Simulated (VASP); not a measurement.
A run of VASP 6.6.1:

The input INCAR:

```
SYSTEM = Al2Au
PREC = Accurate
ENCUT = 520
EDIFF = 1E-6
ISMEAR = 0
SIGMA = 0.1
LREAL = .False.
LASPH = .True.
NELM = 80
ALGO = Fast
ISIF = 2
LWAVE = .False.
LCHARG = .False.
GGA = PE
NBANDS = 16
ISYM = 0
```

File KPOINTS:

```
Automatic mesh
0
Gamma
  9 9 10
  0 0 0
```

File POSCAR:

```
Al2Au
1.0
    4.2856189452      0.0000000000      0.0000000000
   -2.1428094726      3.7114548774      0.0000000000
    2.1428094726      1.2371516258      3.4991932159
Al Au
2 1
Direct
    0.5000000000      0.7500000000      0.7500000000
    0.5000000000      0.2500000000      0.2500000000
    0.0000000000      0.0000000000      0.0000000000
```

Potentials or basis: VASP PAW PBE potentials, release 64 (Al, Au).

Command:

```bash
$ cat potpaw_PBE.64/Al/POTCAR potpaw_PBE.64/Au/POTCAR > POTCAR
$ mpirun -np 1 vasp_std > vasp.out
```

Hardware: 1 thread of Intel(R) Xeon(R) 6975P-C (Granite Rapids) (shared host).

Estimate the wall time of this run.

Wall time 100 s on 1 thread of Intel(R) Xeon(R) 6975P-C (Granite Rapids), with other jobs on the host, peak memory 0.46 GiB. Counts: scf iterations 14, k points 406.
